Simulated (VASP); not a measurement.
# Mn (P6_3/mmc) in VASP: notebook

Mn is run at these levels: revPBE; tasks: single point.

Everything below comes from runs of VASP 6.6.1. Logs are shortened: lines on timing, memory, paths and dates and some standing lists are left out, and cuts for length are marked.

### 1 The cell of the first run

Symmetry: P6_3/mmc, No. 194, hexagonal system. Conventional cell: a = 2.591 Å, b = 2.591 Å, c = 4.189 Å, α = 90.00°, β = 90.00°, γ = 120.00°. Mn (site symmetry -6m2) has 12 Mn at 2.57 to 2.59 Å within 3.4 Å.

### 2 Single point, revPBE (volume scaled by 1.12)

INCAR reads:

```
SYSTEM = Mn
  PREC = Accurate
  ENCUT = 520
  EDIFF = 1E-6
  ISMEAR = -1
  SIGMA = 0.1
  LREAL = .False.
  LASPH = .True.
  NELM = 60
  ALGO = Normal
  ISIF = 2
  LWAVE = .False.
  LCHARG = .False.
  GGA = RE
  NBANDS = 20
```

KPOINTS reads:

```
regular mesh
0
Gamma
  16 16 9
  0 0 0
```

POSCAR reads:

```
Mn
1.0
    2.5914240568      0.0000000000      0.0000000000
   -1.2957120284      2.2442390652      0.0000000000
    0.0000000000      0.0000000000      4.1893120387
Mn
2
Direct
    0.3333333333      0.6666666667      0.2500000000
    0.6666666667      0.3333333333      0.7500000000
```

Potentials or basis: VASP PAW PBE potentials, release 64 (Mn_pv).

On the command line:

```bash
$ cat potpaw_PBE.64/Mn_pv/POTCAR > POTCAR
$ mpirun -np 1 vasp_std > vasp.out
```

OUTCAR:

```text
SYSTEM = Mn
   PREC = Accurate
   ENCUT = 520
   EDIFF = 1E-6
   ISMEAR = -1
   LREAL = .False.
   LASPH = .True.
   NELM = 60
   ISIF = 2
   GGA = RE

 ion  position               nearest neighbor table
   1  0.333  0.667  0.250-   2 2.57   2 2.57   2 2.57   2 2.57   2 2.57   2 2.57
   2  0.667  0.333  0.750-   1 2.57   1 2.57   1 2.57   1 2.57   1 2.57   1 2.57

  LATTYP: Found a hexagonal cell.
 ALAT       =     2.5914240568
 C/A-ratio  =     1.6166061389

  Lattice vectors:

 A1 = (   2.5914240568,   0.0000000000,   0.0000000000)
 A2 = (  -1.2957120284,   2.2442390652,   0.0000000000)
 A3 = (   0.0000000000,   0.0000000000,   4.1893120387)

Analysis of symmetry for initial positions (statically):
=====================================================================
 Subroutine PRICEL returns:
 Original cell was already a primitive cell.

 Routine SETGRP: Setting up the symmetry group for a
 hexagonal supercell.

 Subroutine GETGRP returns: Found 24 space group operations
 (whereof 12 operations were pure point group operations)
 out of a pool of 24 trial point group operations.

The static configuration has the point symmetry D_3d.
 The point group associated with its full space group is D_6h.

Analysis of symmetry for dynamics (positions and initial velocities):
=====================================================================
 Subroutine PRICEL returns:
 Original cell was already a primitive cell.

 Routine SETGRP: Setting up the symmetry group for a
 hexagonal supercell.

 Subroutine GETGRP returns: Found 24 space group operations
 (whereof 12 operations were pure point group operations)
 out of a pool of 24 trial point group operations.

The dynamic configuration has the point symmetry D_3d.
 The point group associated with its full space group is D_6h.

 Subroutine INISYM returns: Found 24 space group operations
 (whereof 12 operations are pure point group operations),
 and found     1 'primitive' translations

----------------------------------------------------------------------------------------

                                     Primitive cell

  volume of cell :      24.3641

  direct lattice vectors                    reciprocal lattice vectors
     2.591424057  0.000000000  0.000000000     0.385888214  0.222792664  0.000000000
    -1.295712028  2.244239065  0.000000000     0.000000000  0.445585328  0.000000000
     0.000000000  0.000000000  4.189312039     0.000000000  0.000000000  0.238702677

  length of vectors
     2.591424057  2.591424057  4.189312039     0.445585328  0.445585328  0.238702677

  position of ions in fractional coordinates (direct lattice)
     0.333333333  0.666666667  0.250000000
     0.666666667  0.333333333  0.750000000

  ion indices of the primitive-cell ions
   primitive index   ion index
                 1           1
                 2           2

----------------------------------------------------------------------------------------

 KPOINTS: regular mesh

Automatic generation of k-mesh.
 Grid dimensions read from file:
 generate k-points for:   16   16    9

 Generating k-lattice:

  Cartesian coordinates                     Fractional coordinates (reciprocal lattice)
     0.024118013  0.013924542  0.000000000     0.062500000  0.000000000  0.000000000
     0.000000000  0.027849083  0.000000000     0.000000000  0.062500000  0.000000000
     0.000000000  0.000000000  0.026522520     0.000000000  0.000000000  0.111111111

  Length of vectors
     0.027849083  0.027849083  0.026522520

  Shift w.r.t. Gamma in fractional coordinates (k-lattice)
     0.000000000  0.000000000  0.000000000

 Subroutine IBZKPT returns following result:
 ===========================================

 Found    150 irreducible k-points:

 Following reciprocal coordinates:
            Coordinates               Weight
  0.000000  0.000000  0.000000      1.000000
  0.062500 -0.000000  0.000000      6.000000
  0.125000 -0.000000  0.000000      6.000000
  0.187500  0.000000  0.000000      6.000000
  0.250000 -0.000000  0.000000      6.000000
  0.312500 -0.000000  0.000000      6.000000
[... 16 lines left out ...]
  0.187500  0.187500  0.000000      6.000000
  0.250000  0.187500  0.000000     12.000000
 [... further k-points ...]
   k-points           NKPTS =    150   k-points in BZ     NKDIM =    150   number of bands    NBANDS=     20
   number of dos      NEDOS =    301   number of ions     NIONS =      2
   total plane-waves  NPLWV =  12800
   dimension x,y,z NGX =    20 NGY =   20 NGZ =   32
   dimension x,y,z NGXF=    40 NGYF=   40 NGZF=   64
   ions per type =               2
   NGX,Y,Z   is equivalent  to a cutoff of  12.83, 12.83, 12.70 a.u.
   NGXF,Y,Z  is equivalent  to a cutoff of  25.66, 25.66, 25.40 a.u.
 SYSTEM =  Mn
   PREC   = accura    normal or accurate (medium, high low for compatibility)
   ISTART =      0    job   : 0-new  1-cont  2-samecut
   ICHARG =      2    charge: 1-file 2-atom 10-const
   ISPIN  =      1    spin polarized calculation?
   LNONCOLLINEAR =      F non collinear calculations
   LSORBIT =      F    spin-orbit coupling
   LASPH  =      T    aspherical Exc in radial PAW
   ENCUT  =  520.0 eV  38.22 Ry    6.18 a.u.   4.82  4.82  7.79*2*pi/ulx,y,z
   NELM   =     60;   NELMIN=  2; NELMDL= -5     # of ELM steps
   EDIFF  = 0.1E-05   stopping-criterion for ELM
   LREAL  =      F    real-space projection
   EDIFFG = 0.1E-04   stopping-criterion for IOM
   NSW    =      0    number of steps for IOM
   IBRION =     -1    ionic relax: 0-MD 1-quasi-New 2-CG
   NFREE  =      0    steps in history (QN), initial steepest desc. (CG)
   ISIF   =      2    stress and relaxation
   ISYM   =      2    0-nonsym 1-usesym 2-fastsym
   POTIM  = 0.5000    time-step for ionic-motion
   TEBEG  =    0.0;   TEEND  =   0.0 temperature during run
   PSTRESS=    0.0 pullay stress
   NELECT =      26.0000    total number of electrons
   NUPDOWN=      -1.0000    fix difference up-down
   EMIN   =  10.00;   EMAX   =-10.00  energy-range for DOS
   EFERMI =   0.00;   METHOD = LEGACY
   ISMEAR =    -1;   SIGMA  =   0.10  broadening in eV -4-tet -1-fermi 0-gaus
   EFERMI_NEDOS =   21; number of points for ismear=-14 and -15
   IALGO  =     38    algorithm
   IMIX   =      4    mixing-type and parameters
     AMIX     =   0.40;   BMIX     =  1.00
     AMIX_MAG =   1.60;   BMIX_MAG =  1.00
  volume/ion in A,a.u.               =      12.18        82.21
  Fermi-wavevector in a.u.,A,eV,Ry     =   1.672948  3.161414 38.079385  2.798756
  Thomas-Fermi vector in A             =   2.758006
   LORBIT       =      0    0 simple, 1 ext, 2 COOP (PROOUT), +10 PAW based schemes
   GGA     = RE    functional components
   LHFCALC =     F    Hartree Fock is set to
   AEXX    =    0.0000 exact exchange contribution
   IVDW    =     0    specifies the selected vdW correction
   LEPSILON=     F    determine dielectric tensor
   LRPA    =     F    only Hartree local field effects (RPA)
 non-spin polarized calculation
  energy-cutoff  :      520.00
  volume of cell :       24.36
 maximum number of plane-waves:       675
 NGX is ok and might be reduce to    20
   NGX =  9   NGY =  9   NGZ = 15

 number of electron      25.9999981 magnetization

 Free energy of the ion-electron system (eV)
  ---------------------------------------------------
  ext. energy  EPLUGINS =         0.00000000
  ---------------------------------------------------
  free energy    TOTEN  =       -16.86176488 eV

  energy without entropy =      -16.74818344  energy(sigma->0) =      -16.80497416

 E-fermi :   8.8021     XC(G=0): -13.1861

 val. band max:        8.7998509281   @ k =   0.3750   0.0625   0.2222
 cond. band min:       8.8042159377   @ k =   0.3125   0.1250   0.4444
 fundamental gap:      0.0043650097
 Fermi energy:         8.8021485635

 k-point     1 :       0.0000    0.0000    0.0000
  band No.  band energies     occupation
      1     -39.3527      2.00000
      2     -38.9287      2.00000
      3     -38.9287      2.00000
      4     -38.8578      2.00000
      5     -38.8577      2.00000
      6     -38.8436      2.00000
[... 12 lines left out ...]
     19      16.7679      0.00000
     20      28.5831      0.00000

 k-point     2 :       0.0625   -0.0000    0.0000
  band No.  band energies     occupation
      1     -39.3464      2.00000
      2     -38.9426      2.00000
      3     -38.9332      2.00000
      4     -38.8722      2.00000
      5     -38.8599      2.00000
      6     -38.8461      2.00000
[... 12 lines left out ...]
     19      16.7731      0.00000
     20      28.1931      0.00000

 k-point     3 :       0.1250   -0.0000    0.0000
  band No.  band energies     occupation
      1     -39.3279      2.00000
      2     -38.9821      2.00000
      3     -38.9459      2.00000
      4     -38.9129      2.00000
      5     -38.8662      2.00000
      6     -38.8536      2.00000
[... 12 lines left out ...]
     19      16.7941      0.00000
     20      26.5672      0.00000

 k-point     4 :       0.1875    0.0000    0.0000
  band No.  band energies     occupation
      1     -39.2988      2.00000
      2     -39.0416      2.00000
      3     -38.9730      2.00000
      4     -38.9643      2.00000
      5     -38.8760      2.00000
      6     -38.8663      2.00000
[... 12 lines left out ...]
     19      16.8443      0.00000
     20      24.2303      0.00000

 k-point     5 :       0.2500   -0.0000    0.0000
  band No.  band energies     occupation
      1     -39.2617      2.00000
      2     -39.1124      2.00000
      3     -39.0424      2.00000
      4     -38.9856      2.00000
      5     -38.8880      2.00000
      6     -38.8840      2.00000
[... 12 lines left out ...]
     19      16.9248      0.00000
     20      21.8784      0.00000
[... 353 lines left out ...]
      6     -38.9533      2.00000
[... 12 lines left out ...]
     19      18.8817      0.00000
     20      19.5607      0.00000

 k-point    22 :       0.4375    0.1250    0.0000
  band No.  band energies     occupation
      1     -39.2825      2.00000
      2     -39.2016      2.00000
      3     -39.1155      2.00000
      4     -39.0688      2.00000
      5     -38.9759      2.00000
      6     -38.9566      2.00000
[... 12 lines left out ...]
     19      19.6283      0.00000
     20      20.0191      0.00000

 k-point    23 :       0.1875    0.1875    0.0000
  band No.  band energies     occupation
      1     -39.2095      2.00000
      2     -39.1464      2.00000
      3     -39.1463      2.00000
      4     -39.0085      2.00000
      5     -38.9401      2.00000
      6     -38.9123      2.00000
[... 12 lines left out ...]
     19      17.2874      0.00000
     20      20.8516      0.00000

 k-point    24 :       0.2500    0.1875    0.0000
  band No.  band energies     occupation
      1     -39.2000      2.00000
      2     -39.1695      2.00000
      3     -39.1690      2.00000
      4     -39.0415      2.00000
      5     -38.9657      2.00000
      6     -38.9370      2.00000
[... 12 lines left out ...]
     19      17.4123      0.00000
     20      19.2438      0.00000

 [... further k-points ...]
[... 5 lines left out ...]
  --------------------------------------------------------------------------------------
  -------------------------------------------------------------------------------------
  Total       -3.5241774     -3.5241774     -3.5753374     -0.0000000      0.0000000      0.0000000
  in kB     -231.7490837   -231.7490837   -235.1133529     -0.0000000      0.0000000      0.0000000
  external PRESSURE =    -232.8705068 kB  Pullay stress =       0.0000000 kB

 VOLUME and BASIS-vectors are now :
 -----------------------------------------------------------------------------
  energy-cutoff  :      520.00
  volume of cell :       24.36
      direct lattice vectors                 reciprocal lattice vectors
     2.591424057  0.000000000  0.000000000     0.385888214  0.222792664  0.000000000
    -1.295712028  2.244239065  0.000000000     0.000000000  0.445585328  0.000000000
     0.000000000  0.000000000  4.189312039     0.000000000  0.000000000  0.238702677

 POSITION                                       TOTAL-FORCE (eV/Angst)
 -----------------------------------------------------------------------------------
     -0.00000      1.49616      1.04733         0.000000      0.000000      0.000000
      1.29571      0.74808      3.14198        -0.000000     -0.000000      0.000000
 -----------------------------------------------------------------------------------
    total drift:                               -0.000000      0.000000     -0.000000

  FREE ENERGIE OF THE ION-ELECTRON SYSTEM (eV)
  ---------------------------------------------------
  free  energy   TOTEN  =       -16.8617648821 eV

  energy  without entropy=      -16.7481834361  energy(sigma->0) =      -16.80497416
```

Wall time 31 s (1 thread of AMD EPYC 9R45 (Zen 5), shared host); peak memory 0.14 GiB.

What came out:

- Free energy: -16.8618 eV
- Pressure: -23.3 GPa
- Band gap on the k mesh: zero (band 13 reaches 9.62 eV, above the bottom of band 14 at 7.99 eV)

Stress tensor (GPa, compression positive):
```
-23.17   0.00   0.00
  0.00 -23.17   0.00
  0.00   0.00 -23.51
```

Levels at points of the mesh, in eV from the Fermi level:
| k point | band 10 | band 11 | band 12 | band 13 | band 14 | band 15 | band 16 | band 17 |
| --- | --- | --- | --- | --- | --- | --- | --- | --- |
| (0.00, 0.00, 0.00) | -0.79 | -0.79 | -0.40 | -0.40 | 0.04 | 0.04 | 0.58 | 1.34 |
| (0.50, 0.00, 0.00) | -1.26 | -0.96 | -0.79 | -0.36 | 1.49 | 1.63 | 1.67 | 3.02 |

Caveat: the cell differs from its parent crystal (volume scaled by 1.12); the PAW data sets were made with another functional, which shifts forces and pressure a little; the run has no spin polarisation, though such a crystal can be magnetic.

### 3 Single point, revPBE, collinear spin, antiferromagnetic start

This run uses another cell than the first one, of 10.97 Å³/atom, 0.901 times its volume.

INCAR reads:

```
PREC = Accurate
ENCUT = 520
EDIFF = 1E-6
ISMEAR = -1
SIGMA = 0.05
LREAL = False
LASPH = True
NELM = 150
ALGO = Normal
ISIF = 2
LWAVE = False
LCHARG = False
ISPIN = 2
MAGMOM = 3 -3
LORBIT = 11
LMAXMIX = 4
GGA = RE
NBANDS = 24
```

KPOINTS reads:

```
Automatic mesh
0
Gamma
  14 14 8
```

POSCAR reads:

```
Mn
1.0
    2.4990927820      0.0000000000      0.0000000000
   -1.2495463910      2.1642778356      0.0000000000
    0.0000000000      0.0000000000      4.0574458969
Mn
2
Direct
    0.3333333333      0.6666666667      0.2500000000
    0.6666666667      0.3333333333      0.7500000000
```

Potentials or basis: VASP PAW PBE potentials, release 64 (Mn_pv).

On the command line:

```bash
$ cat potpaw_PBE.64/Mn_pv/POTCAR > POTCAR
$ mpirun -np 1 vasp_std > vasp.out
```

Run time: 4.7 min. Hardware: 1 thread of AMD EPYC 7R13, shared host; peak memory 0.17 GiB.

Results (log left out):

```
Free energy                                           : -17.0463 eV
Pressure                                              : 0.3 GPa
Band gap on the k mesh                                : zero (filled and empty bands overlap)
Net moment                                            : 0.00 μB per cell
Site moments                                          : Mn +0.76, -0.76 μB
Valence electrons inside the program's atomic spheres : Mn 11.94
```

Levels at points of the mesh, in eV from the Fermi level:
Spin up:
| k point | band 10 | band 11 | band 12 | band 13 | band 14 | band 15 | band 16 | band 17 |
| --- | --- | --- | --- | --- | --- | --- | --- | --- |
| (0.00, 0.00, 0.00) | -1.04 | -0.92 | -0.31 | -0.31 | -0.04 | -0.04 | 0.64 | 1.74 |
| (0.50, 0.00, 0.00) | -1.35 | -1.14 | -0.85 | -0.37 | 1.55 | 2.00 | 2.23 | 3.49 |
| (0.00, 0.00, 0.50) | -1.24 | -1.17 | -1.17 | -0.84 | -0.84 | 0.86 | 0.86 | 1.58 |
| (0.50, 0.00, 0.50) | -2.45 | -0.23 | 0.67 | 0.70 | 0.99 | 1.60 | 2.23 | 3.08 |
Spin down:
| k point | band 10 | band 11 | band 12 | band 13 | band 14 | band 15 | band 16 | band 17 |
| --- | --- | --- | --- | --- | --- | --- | --- | --- |
| (0.00, 0.00, 0.00) | -1.04 | -0.92 | -0.31 | -0.31 | -0.04 | -0.04 | 0.64 | 1.74 |
| (0.50, 0.00, 0.00) | -1.35 | -1.14 | -0.85 | -0.37 | 1.55 | 2.00 | 2.23 | 3.49 |
| (0.00, 0.00, 0.50) | -1.24 | -1.17 | -1.17 | -0.84 | -0.84 | 0.86 | 0.86 | 1.58 |
| (0.50, 0.00, 0.50) | -2.45 | -0.23 | 0.67 | 0.70 | 0.99 | 1.60 | 2.23 | 3.08 |

Caveat: the PAW data sets were made with another functional, which shifts forces and pressure a little.

### 4 Single point, revPBE, collinear spin, antiferromagnetic start (volume scaled by 0.88)

INCAR reads:

```
SYSTEM = Mn
  PREC = Accurate
  ENCUT = 520
  EDIFF = 1E-6
  ISMEAR = -1
  SIGMA = 0.05
  LREAL = .False.
  LASPH = .True.
  NELM = 150
  ALGO = Normal
  ISIF = 2
  LWAVE = .False.
  LCHARG = .False.
  ISPIN = 2
  MAGMOM = 0.7 -0.7
  LORBIT = 11
  LMAXMIX = 4
  GGA = RE
  NBANDS = 24
```

KPOINTS reads:

```
Automatic mesh
0
Gamma
  16 16 9
  0 0 0
```

POSCAR reads:

```
Mn
1.0
    2.3948405560      0.0000000000      0.0000000000
   -1.1974202780      2.0739927596      0.0000000000
    0.0000000000      0.0000000000      3.8881853679
Mn
2
Direct
    0.3333333333      0.6666666667      0.2500000000
    0.6666666667      0.3333333333      0.7500000000
```

On the command line:

```bash
$ cat potpaw_PBE.64/Mn_pv/POTCAR > POTCAR
$ mpirun -np 1 vasp_std > vasp.out
```

Wall time 5.5 min (1 thread of AMD EPYC 7R13, shared host); peak memory 0.18 GiB.

It converged, with:

```yaml
Free_energy: -16.7559 eV
Pressure: 41.2 GPa
Band_gap_on_the_k_mesh: zero (filled and empty bands overlap)
Net_moment: 0.00 μB per cell
Valence_electrons_inside_the_program's_atomic_spheres: Mn 12.22
```

Stress tensor (GPa, compression positive):
```
41.79  0.00  0.00
 0.00 41.79  0.00
 0.00  0.00 39.94
```

Levels at points of the mesh, in eV from the Fermi level:
Spin up:
```csv
k point,band 10,band 11,band 12,band 13,band 14,band 15,band 16,band 17
"(0.00, 0.00, 0.00)",-1.12,-1.12,-0.57,-0.57,0.06,0.06,0.88,1.86
"(0.50, 0.00, 0.00)",-1.39,-1.34,-1.08,-0.48,2.12,2.27,2.37,4.13
```
Spin down:
```
           k point  band 10  band 11  band 12  band 13  band 14  band 15  band 16  band 17
(0.00, 0.00, 0.00)    -1.12    -1.12    -0.57    -0.57     0.06     0.06     0.88     1.86
(0.50, 0.00, 0.00)    -1.39    -1.34    -1.08    -0.48     2.12     2.27     2.37     4.13
```

Caveat: the cell differs from its parent crystal (volume scaled by 0.88); the PAW data sets were made with another functional, which shifts forces and pressure a little.

### 5 Single point, revPBE, collinear spin, antiferromagnetic start (volume scaled by 0.92)

INCAR reads:

```
SYSTEM = Mn
  ALGO = Normal
  EDIFF = 1E-6
  ENCUT = 520
  GGA = RE
  ISIF = 2
  ISMEAR = -1
  ISPIN = 2
  LASPH = .True.
  LCHARG = .False.
  LMAXMIX = 4
  LORBIT = 11
  LREAL = .False.
  LWAVE = .False.
  MAGMOM = 0.7 -0.7
  NBANDS = 24
  NELM = 150
  PREC = Accurate
  SIGMA = 0.05
```

KPOINTS reads:

```
k-points
0
Gamma
  16 16 9
  0 0 0
```

POSCAR reads:

```
Mn
1.0
    2.4305897154      0.0000000000      0.0000000000
   -1.2152948577      2.1049524398      0.0000000000
    0.0000000000      0.0000000000      3.9462265423
Mn
2
Direct
    0.3333333333      0.6666666667      0.2500000000
    0.6666666667      0.3333333333      0.7500000000
```

On the command line:

```bash
$ cat potpaw_PBE.64/Mn_pv/POTCAR > POTCAR
$ mpirun -np 1 vasp_std > vasp.out
```

It took 8.6 min on 1 thread of AMD EPYC 7R13, shared host; peak memory 0.18 GiB.

The run converged. Its results:

```yaml
Free_energy: -16.9309 eV
Pressure: 23.2 GPa
Band_gap_on_the_k_mesh: zero (filled and empty bands overlap)
Net_moment: 0.00 μB per cell
Valence_electrons_inside_the_program's_atomic_spheres: Mn 12.11
```

Stress tensor (GPa, compression positive):
```
23.71  0.00  0.00
 0.00 23.71  0.00
 0.00  0.00 22.15
```

Levels at points of the mesh, in eV from the Fermi level:
Spin up:
```csv
k point,band 11,band 12,band 13,band 14,band 15,band 16
"(0.00, 0.00, 0.00)",-1.04,-0.53,-0.53,0.06,0.06,0.78
"(0.50, 0.00, 0.00)",-1.25,-1.02,-0.46,1.99,2.13,2.23
```
Spin down:
```tsv
k point	band 10	band 11	band 12	band 13	band 14	band 15	band 16	band 17
(0.00, 0.00, 0.00)	-1.04	-1.04	-0.53	-0.53	0.06	0.06	0.78	1.75
(0.50, 0.00, 0.00)	-1.38	-1.25	-1.02	-0.46	1.99	2.13	2.23	3.89
```

Caveat: the cell differs from its parent crystal (volume scaled by 0.92); the PAW data sets were made with another functional, which shifts forces and pressure a little.

(Part 1 of 2 ends here.)
